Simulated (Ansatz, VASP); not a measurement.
# Sr: VASP beside Ansatz

File POSCAR:

```
Sr
1.0
    0.0000000000      3.0521104090      3.0521104090
    3.0521104090      0.0000000000      3.0521104090
    3.0521104090      3.0521104090      0.0000000000
Sr
1
Direct
    0.0000000000      0.0000000000      0.0000000000
```

Contents of INCAR.step1:

```
SYSTEM = Sr
PREC = Accurate
ENCUT = 520
ISMEAR = -1
SIGMA = 0.1
LREAL = .False.
LASPH = .True.
NELM = 100
NBANDS = 11
GGA = PE
ALGO = Normal
EDIFF = 1E-4
LWAVE = .True.
LCHARG = .False.
```

INCAR.step2

```
SYSTEM = Sr
PREC = Accurate
ENCUT = 520
EDIFF = 1E-6
ISMEAR = -1
SIGMA = 0.1
LREAL = .False.
LASPH = .True.
NELM = 100
ALGO = Normal
ISIF = 2
LWAVE = .False.
LCHARG = .False.
METAGGA = R2SCAN
LMIXTAU = .True.
NBANDS = 11
ISTART = 1
```

KPOINTS

```
regular mesh
0
Gamma
  10 10 10
  0 0 0
```

Input for Ansatz:

```yaml
crystal:
  lattice:
    - [0.0, 3.052110409, 3.052110409]
    - [3.052110409, 0.0, 3.052110409]
    - [3.052110409, 3.052110409, 0.0]
  atoms:
    - { symbol: Sr, position: [0.0, 0.0, 0.0] }
hamiltonian:
  xc: r2scan
  pseudopotentials:
    kind: paw
    azcp:
      Sr: "pseudopotentials/Sr.paw.azcp"
basis:
  ecutwfc: 500
  fft_grid_basis: typed
kpoints:
  mp_grid: { grid: [10, 10, 10], shift: [0, 0, 0] }
magnetization:
  spin_polarized: false
scf:
  occupations: { method: fermi_dirac, width: 0.1 }
  lower_state_search: "off"
output:
  stress: true
  write_density: true
  write_potential: true
  elf: true
  volumetric_format: npy
```

Alike in both runs: task single point; functional r2SCAN; k mesh 10 × 10 × 10; occupations fermi-dirac, width 0.1 eV; no spin polarisation.

|  | VASP | Ansatz |
| --- | --- | --- |
| version | VASP 6.6.1 | Ansatz 0.2.0 |
| potentials or method | VASP PAW PBE potentials, release 64 (Sr_sv), cutoff 520 eV | plane waves (500 eV) with PAW, scalar-relativistic |
| valence electrons in the cell | 10 | 10 |

|  | VASP | Ansatz | Ansatz less VASP |
| --- | --- | --- | --- |
| pressure (GPa) | 0.0 | 0.0 | -0.02 |

VASP's potentials were made for PBE, not for r2SCAN.
